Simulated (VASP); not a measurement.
A run of VASP 6.6.1 is set up as follows.

INCAR

```
ALGO = Normal
EDIFF = 1E-6
EDIFFG = -0.01
ENCUT = 600
GGA = PS
IBRION = 2
ISIF = 3
ISMEAR = -1
LASPH = T
LCHARG = F
LREAL = F
LWAVE = F
NELM = 60
NSW = 60
PREC = Accurate
SIGMA = 0.05
```

Contents of KPOINTS:

```
k-points
0
Gamma
  13 13 13
```

The input POSCAR:

```
C
1.0
    0.0000000000      1.7833700000      1.7833700000
    1.7833700000      0.0000000000      1.7833700000
    1.7833700000      1.7833700000      0.0000000000
C
2
Direct
    0.7500000000      0.7500000000      0.7500000000
    0.5000000000      0.5000000000      0.5000000000
```

Potentials or basis: VASP PAW PBE potentials, release 64 (C).

The run is started by

```bash
$ cat potpaw_PBE.64/C/POTCAR > POTCAR
$ mpirun -np 1 vasp_std > vasp.out
```

(1) What does it give for the space group after relaxing (to 0.05 Å)?

(2) Estimate the band gap on the k mesh.

(3) Estimate the relaxed cell.

Answers

(1) Fd-3m (No. 227).

(2) 4.03 eV, indirect (least direct gap 5.57 eV).

(3) a = 2.514 Å, b = 2.514 Å, c = 2.514 Å, α = 60.00°, β = 60.00°, γ = 60.00°.

Caveat: the PAW data sets were made with another functional, which shifts forces and pressure a little.

The cell as given is a measured one (5.67 Å³/atom); PBEsol puts the equilibrium volume -1.0 % from it, thermal expansion not counted.
